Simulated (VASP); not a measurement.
# Na in VASP: a series of runs, part 2 of 2

VASP 6.6.1. The steps go on from the part before.

### Step 3. Single point, PBEsol (the cell strained at random)

Input file INCAR:

```
  ALGO = Fast
  EDIFF = 1E-6
  ENCUT = 520
  GGA = PS
  ISIF = 2
  ISMEAR = 0
  LASPH = True
  LCHARG = False
  LREAL = False
  LWAVE = False
  NBANDS = 10
  NELM = 100
  PREC = Accurate
  SIGMA = 0.1
```

Input file KPOINTS:

```
k-points
0
Gamma
  12 12 14
```

Input file POSCAR:

```
Na
1.0
   -1.8462333566      1.8431744371      2.6003823285
    1.8636921282     -1.8858983193      2.6434731309
    1.8839991782      1.9236641409     -2.6309726440
Na
1
Direct
    0.0000000000      0.0000000000      0.0000000000
```

Potentials or basis: VASP PAW PBE potentials, release 64 (Na_pv).

On the command line:

```console
> cat potpaw_PBE.64/Na_pv/POTCAR > POTCAR
> mpirun -np 1 vasp_std > vasp.out
```

OUTCAR:

```text
EDIFF = 1E-6
   ENCUT = 520
   GGA = PS
   ISIF = 2
   ISMEAR = 0
   LASPH = True
   LREAL = False
   NELM = 100
   PREC = Accurate

 ion  position               nearest neighbor table
   1  0.000  0.000  0.000-

  LATTYP: Found a triclinic cell.
 ALAT       =     3.7479024330
 B/A-ratio  =     0.9989721313
 C/A-ratio  =     0.9828050199
 COS(alpha) =     0.0031041389
 COS(beta)  =     0.4937978850
 COS(gamma) =     0.4950256162

  Lattice vectors:

 A1 = (   3.7476913064,   0.0377658216,   0.0125004869)
 A2 = (   1.8636921282,  -1.8858983193,   2.6434731309)
 A3 = (   1.8462333566,  -1.8431744371,  -2.6003823285)

Analysis of symmetry for initial positions (statically):
=====================================================================
 Subroutine PRICEL returns:
 Original cell was already a primitive cell.

 Routine SETGRP: Setting up the symmetry group for a
 triclinic supercell.

 Subroutine GETGRP returns: Found  2 space group operations
 (whereof  2 operations were pure point group operations)
 out of a pool of  2 trial point group operations.

The static configuration has the point symmetry S_2 .

Analysis of symmetry for dynamics (positions and initial velocities):
=====================================================================
 Subroutine PRICEL returns:
 Original cell was already a primitive cell.

 Routine SETGRP: Setting up the symmetry group for a
 triclinic supercell.

 Subroutine GETGRP returns: Found  2 space group operations
 (whereof  2 operations were pure point group operations)
 out of a pool of  2 trial point group operations.

The dynamic configuration has the point symmetry S_2 .

 Subroutine INISYM returns: Found  2 space group operations
 (whereof  2 operations are pure point group operations),
 and found     1 'primitive' translations

----------------------------------------------------------------------------------------

                                     Primitive cell

  volume of cell :      37.0070

  direct lattice vectors                    reciprocal lattice vectors
    -1.846233357  1.843174437  2.600382328    -0.003334709  0.267074464  0.192886453
     1.863692128 -1.885898319  2.643473131     0.266209210 -0.001127590  0.189803885
     1.883999178  1.923664141 -2.630972644     0.264178108  0.262836243  0.001261888

  length of vectors
     3.683457325  3.744050082  3.764565537     0.329461794  0.326946678  0.372658766

  position of ions in fractional coordinates (direct lattice)
     0.000000000  0.000000000  0.000000000

  ion indices of the primitive-cell ions
   primitive index   ion index
                 1           1

----------------------------------------------------------------------------------------

 KPOINTS: k-points

Automatic generation of k-mesh.
 Grid dimensions read from file:
 generate k-points for:   12   12   14

 Generating k-lattice:

  Cartesian coordinates                     Fractional coordinates (reciprocal lattice)
    -0.000277892  0.022256205  0.016073871     0.083333333 -0.000000000  0.000000000
     0.022184101 -0.000093966  0.015816990    -0.000000000  0.083333333  0.000000000
     0.018869865  0.018774017  0.000090135    -0.000000000  0.000000000  0.071428571

  Length of vectors
     0.027455149  0.027245556  0.026618483

  Shift w.r.t. Gamma in fractional coordinates (k-lattice)
     0.000000000  0.000000000  0.000000000

 Subroutine IBZKPT returns following result:
 ===========================================

 Found   1012 irreducible k-points:

 Following reciprocal coordinates:
            Coordinates               Weight
  0.000000  0.000000  0.000000      1.000000
  0.083333  0.000000 -0.000000      2.000000
  0.166667  0.000000  0.000000      2.000000
  0.250000  0.000000 -0.000000      2.000000
  0.333333  0.000000 -0.000000      2.000000
  0.416667 -0.000000  0.000000      2.000000
[... 16 lines left out ...]
  0.250000  0.166667 -0.000000      2.000000
  0.333333  0.166667  0.000000      2.000000
 [... further k-points ...]
   k-points           NKPTS =   1012   k-points in BZ     NKDIM =   1012   number of bands    NBANDS=     10
   number of dos      NEDOS =    301   number of ions     NIONS =      1
   total plane-waves  NPLWV =  21952
   dimension x,y,z NGX =    28 NGY =   28 NGZ =   28
   dimension x,y,z NGXF=    56 NGYF=   56 NGZF=   56
   ions per type =               1
   NGX,Y,Z   is equivalent  to a cutoff of  12.64, 12.43, 12.37 a.u.
   NGXF,Y,Z  is equivalent  to a cutoff of  25.27, 24.87, 24.73 a.u.
 SYSTEM =  unknown system
   PREC   = accura    normal or accurate (medium, high low for compatibility)
   ISTART =      0    job   : 0-new  1-cont  2-samecut
   ICHARG =      2    charge: 1-file 2-atom 10-const
   ISPIN  =      1    spin polarized calculation?
   LNONCOLLINEAR =      F non collinear calculations
   LSORBIT =      F    spin-orbit coupling
   LASPH  =      T    aspherical Exc in radial PAW
   ENCUT  =  520.0 eV  38.22 Ry    6.18 a.u.   6.85  6.96  7.00*2*pi/ulx,y,z
   NELM   =    100;   NELMIN=  2; NELMDL= -5     # of ELM steps
   EDIFF  = 0.1E-05   stopping-criterion for ELM
   LREAL  =      F    real-space projection
   EDIFFG = 0.1E-04   stopping-criterion for IOM
   NSW    =      0    number of steps for IOM
   IBRION =     -1    ionic relax: 0-MD 1-quasi-New 2-CG
   NFREE  =      0    steps in history (QN), initial steepest desc. (CG)
   ISIF   =      2    stress and relaxation
   ISYM   =      2    0-nonsym 1-usesym 2-fastsym
   POTIM  = 0.5000    time-step for ionic-motion
   TEBEG  =    0.0;   TEEND  =   0.0 temperature during run
   PSTRESS=    0.0 pullay stress
   NELECT =       7.0000    total number of electrons
   NUPDOWN=      -1.0000    fix difference up-down
   EMIN   =  10.00;   EMAX   =-10.00  energy-range for DOS
   EFERMI =   0.00;   METHOD = LEGACY
   ISMEAR =     0;   SIGMA  =   0.10  broadening in eV -4-tet -1-fermi 0-gaus
   EFERMI_NEDOS =   21; number of points for ismear=-14 and -15
   IALGO  =     68    algorithm
   IMIX   =      4    mixing-type and parameters
     AMIX     =   0.40;   BMIX     =  1.00
     AMIX_MAG =   1.60;   BMIX_MAG =  1.00
  volume/ion in A,a.u.               =      37.01       249.74
  Fermi-wavevector in a.u.,A,eV,Ry     =   0.939751  1.775872 12.015745  0.883132
  Thomas-Fermi vector in A             =   2.067095
   LORBIT       =      0    0 simple, 1 ext, 2 COOP (PROOUT), +10 PAW based schemes
   GGA     = PS    functional components
   LHFCALC =     F    Hartree Fock is set to
   AEXX    =    0.0000 exact exchange contribution
   IVDW    =     0    specifies the selected vdW correction
   LEPSILON=     F    determine dielectric tensor
   LRPA    =     F    only Hartree local field effects (RPA)
 non-spin polarized calculation
 RMM-DIIS sequential band-by-band and
 Gauss-broadening in eV      SIGMA  =   0.10
  energy-cutoff  :      520.00
  volume of cell :       37.01
 maximum number of plane-waves:      1010
   NGX = 13   NGY = 13   NGZ = 13

 number of electron       6.9999997 magnetization

 Free energy of the ion-electron system (eV)
  ---------------------------------------------------
  ext. energy  EPLUGINS =         0.00000000
  ---------------------------------------------------
  free energy    TOTEN  =        -1.40036677 eV

  energy without entropy =       -1.39768202  energy(sigma->0) =       -1.39902439

 E-fermi :   0.2956     XC(G=0):  -6.5053

 val. band max:        0.2932085854   @ k =  -0.2500   0.0833   0.4286
 cond. band min:       0.2997753434   @ k =   0.1667  -0.4167   0.3571
 fundamental gap:      0.0065667580
 Fermi energy:         0.2955987466

 k-point     1 :       0.0000    0.0000    0.0000
  band No.  band energies     occupation
      1     -24.4714      2.00000
      2     -24.4712      2.00000
      3     -24.4709      2.00000
      4      -2.9720      2.00000
      5      11.2258      0.00000
      6      11.4133      0.00000
      7      11.6108      0.00000
      8      12.4281      0.00000
      9      12.8366      0.00000
     10      13.1075      0.00000

 k-point     2 :       0.0833    0.0000   -0.0000
  band No.  band energies     occupation
      1     -24.4738      2.00000
      2     -24.4716      2.00000
      3     -24.4712      2.00000
      4      -2.8548      2.00000
      5       9.9296      0.00000
      6      11.0346      0.00000
      7      11.2087      0.00000
      8      12.4764      0.00000
      9      13.2129      0.00000
     10      13.5091      0.00000
[... 274 lines left out ...]
 k-point    24 :       0.3333    0.1667    0.0000
  band No.  band energies     occupation
      1     -24.5013      2.00000
      2     -24.4826      2.00000
      3     -24.4762      2.00000
      4      -0.1030      2.00000
      5       3.4453      0.00000
      6       6.8410      0.00000
      7       9.6909      0.00000
      8      10.7084      0.00000
      9      12.9722      0.00000
     10      14.0839      0.00000

 [... further k-points ...]
[... 5 lines left out ...]
  --------------------------------------------------------------------------------------
  -------------------------------------------------------------------------------------
  Total       -0.0116053     -0.0194269     -0.0083226     -0.0072040      0.0213985     -0.0107350
  in kB       -0.5024400     -0.8410660     -0.3603170     -0.3118888      0.9264261     -0.4647590
  external PRESSURE =      -0.5679410 kB  Pullay stress =       0.0000000 kB

 VOLUME and BASIS-vectors are now :
 -----------------------------------------------------------------------------
  energy-cutoff  :      520.00
  volume of cell :       37.01
      direct lattice vectors                 reciprocal lattice vectors
    -1.846233357  1.843174437  2.600382328    -0.003334709  0.267074464  0.192886453
     1.863692128 -1.885898319  2.643473131     0.266209210 -0.001127590  0.189803885
     1.883999178  1.923664141 -2.630972644     0.264178108  0.262836243  0.001261888

 POSITION                                       TOTAL-FORCE (eV/Angst)
 -----------------------------------------------------------------------------------
      0.00000      0.00000      0.00000         0.000000      0.000000      0.000000
 -----------------------------------------------------------------------------------
    total drift:                               -0.000000     -0.000000     -0.000000

  FREE ENERGIE OF THE ION-ELECTRON SYSTEM (eV)
  ---------------------------------------------------
  free  energy   TOTEN  =        -1.4003667699 eV

  energy  without entropy=       -1.3976820183  energy(sigma->0) =       -1.39902439
```

stdout:

```text
POSCAR found type information on POSCAR Na
 POSCAR found :  1 types and       1 ions
 scaLAPACK will be used
 -----------------------------------------------------------------------------
|                                                                             |
|                                                                             |
|     You enforced a specific xc type in the INCAR file but a different       |
|     I HOPE YOU KNOW WHAT YOU ARE DOING!                                     |
|                                                                             |
 -----------------------------------------------------------------------------

 LDA part: xc-table for (Slater+PW92), standard interpolation
 POSCAR, INCAR and KPOINTS ok, starting setup
 FFT: planning ... GRIDC
 FFT: planning ... GRID_SOFT
 FFT: planning ... GRID
 WAVECAR not read
 entering main loop
WARNING in EDDRMM: call to ZHEGV failed, returncode =   6  3     10
WARNING in EDDRMM: call to ZHEGV failed, returncode =   8  4     10
```

Wall time 2.2 min (1 thread of Intel Xeon 6975P-C (Granite Rapids), shared host); peak memory 0.38 GiB.

What came out:

```yaml
Free_energy: -1.4004 eV
Pressure: -0.1 GPa
Band_gap_on_the_k_mesh: zero (an odd number of electrons rules out a gap without spin polarisation)
```

Stress tensor (GPa, compression positive):
```
-0.05 -0.03 -0.05
-0.03 -0.08  0.09
-0.05  0.09 -0.04
```

Levels at points of the mesh, in eV from the Fermi level:
| k point | band 1 | band 2 | band 3 | band 4 | band 5 | band 6 | band 7 |
| --- | --- | --- | --- | --- | --- | --- | --- |
| (0.00, 0.00, 0.00) | -24.77 | -24.77 | -24.77 | -3.27 | 10.93 | 11.12 | 11.32 |
| (0.50, 0.00, 0.00) | -24.80 | -24.77 | -24.77 | 0.60 | 1.04 | 10.00 | 10.17 |
| (0.00, 0.50, 0.00) | -24.80 | -24.77 | -24.77 | 0.55 | 0.97 | 9.91 | 10.42 |
| (0.50, 0.50, 0.00) | -24.80 | -24.78 | -24.78 | 1.84 | 2.39 | 6.24 | 7.03 |
| (0.00, 0.00, 0.50) | -24.80 | -24.78 | -24.78 | 1.63 | 2.20 | 6.40 | 7.14 |
| (0.50, 0.00, 0.50) | -24.80 | -24.77 | -24.77 | 0.59 | 1.03 | 10.00 | 10.19 |
| (0.00, 0.50, 0.50) | -24.80 | -24.77 | -24.77 | 0.50 | 0.90 | 10.05 | 10.46 |
| (0.50, 0.50, 0.50) | -24.80 | -24.78 | -24.78 | 1.87 | 2.42 | 6.21 | 7.01 |

Caveat: the cell differs from its parent crystal (the cell strained at random); the PAW data sets were made with another functional, which shifts forces and pressure a little.

### Step 4. Single point, PBEsol (strained)

Input file INCAR:

```
  PREC = Accurate
  ENCUT = 520
  EDIFF = 1E-7
  ISMEAR = 0
  SIGMA = 0.1
  LREAL = False
  LASPH = True
  NELM = 100
  ALGO = Normal
  ISIF = 2
  LWAVE = False
  LCHARG = False
  GGA = PS
  NBANDS = 10
```

Input file KPOINTS:

```
regular mesh
0
Gamma
  16 16 16
```

Input file POSCAR:

```
Na
1.0
   -1.8036578738      1.8036578738      2.5586330894
    1.8036578738     -1.8036578738      2.5586330894
    1.8036578738      1.8036578738     -2.5586330894
Na
1
Direct
    0.0000000000      0.0000000000      0.0000000000
```

On the command line:

```console
> cat potpaw_PBE.64/Na_pv/POTCAR > POTCAR
> mpirun -np 1 vasp_std > vasp.out
```

Run time: 35 s. Hardware: 1 thread of Intel Xeon 6975P-C (Granite Rapids), shared host; peak memory 0.21 GiB.

The run converged. Its results:

- Free energy: -1.3946 eV
- Pressure: 0.8 GPa
- Band gap on the k mesh: zero (an odd number of electrons rules out a gap without spin polarisation)

Levels at points of the mesh, in eV from the Fermi level:
```csv
k point,band 1,band 2,band 3,band 4,band 5,band 6,band 7,band 8,band 9
"(0.00, 0.00, 0.00)",-24.71,-24.71,-24.71,-3.52,11.75,11.76,11.76,12.93,13.67
"(0.50, 0.00, 0.00)",-24.76,-24.71,-24.71,0.55,1.08,10.69,10.74,11.88,12.10
"(0.50, 0.50, 0.00)",-24.76,-24.73,-24.73,1.89,2.47,6.56,7.67,7.67,10.01
"(0.50, 0.50, 0.50)",-24.76,-24.73,-24.73,1.86,2.44,6.59,7.71,7.71,10.04
```

Caveat: the cell differs from its parent crystal (strained); the PAW data sets were made with another functional, which shifts forces and pressure a little.

### Step 5. Summary

```csv
level,potentials or basis,cell,k mesh,gap on the mesh (eV),pressure (GPa)
LDA,"VASP PAW LDA potentials, release 64 (Na_pv)","a = 3.937 Å, angles 119.6, 119.6, 90.7°, 1 atom",16 × 16 × 16,none,-1.5
PBEsol,"VASP PAW PBE potentials, release 64 (Na_pv)","a = 3.683, b = 3.744, c = 3.765 Å, angles 120.1, 119.2, 90.2°, 1 atom",12 × 12 × 14,none,-0.1
PBEsol,"VASP PAW PBE potentials, release 64 (Na_pv)","a = 3.613 Å, angles 120.1, 120.1, 89.8°, 1 atom",16 × 16 × 16,none,0.8
```

Alike in all rows: task single point; no spin polarisation; cutoff (eV) 520; smearing gaussian 0.1 eV.

Caveats: the PAW data sets were made with another functional, which shifts forces and pressure a little (at least some runs).

Total energies depend on the potentials used, so only differences within one code and one set of settings carry meaning.
